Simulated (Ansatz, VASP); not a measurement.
One calculation of MgO, two programs

```
Mg O
1.0
     3.23992    0.00000    0.00000
    -1.61996    2.80585    0.00000
     0.00000    0.00000    5.21822
Mg O
2 2
Cartesian
  0.0000 1.8706 0.0807
  1.6200 0.9353 2.6898
  0.0000 1.8706 2.0922
  1.6200 0.9353 4.7013
```

Alike in both runs: task single point; functional PBEsol; k mesh 9 × 9 × 6; occupations gaussian, width 0.05 eV; no spin polarisation.

|  | VASP | Ansatz |
| --- | --- | --- |
| version | VASP 6.6.1 | Ansatz 0.2.0 |
| potentials or method | VASP PAW PBE potentials, release 64 (Mg, O), cutoff 520 eV | scalar-relativistic, plane waves, PAW |
| valence electrons in the cell | 16 | 32 |

Ansatz gave:

```
gap on the k mesh at the Fermi level (eV)                     : 3.54
least direct gap on the mesh (eV)                             : 3.54
pressure (GPa)                                                : 0.8
traceless stress, the component that is largest in VASP (GPa) : -3.85
rms of the force components (eV/Å)                            : 0.082
```

**Question.** Which values does VASP return?

**Answer.** gap on the k mesh at the Fermi level (eV): 3.54; least direct gap on the mesh (eV): 3.54; pressure (GPa): 0.5; traceless stress, the component that is largest in VASP (GPa): -3.90; rms of the force components (eV/Å): 0.084.

VASP's potentials were made for PBE, not for PBEsol, and Ansatz warns of the same on its side. Atom by atom the forces differ by 0.003 eV/Å (rms over components). VASP's potentials hold 16 valence electrons a cell and Ansatz's 32, so a difference there can come from the potentials and not from the codes.
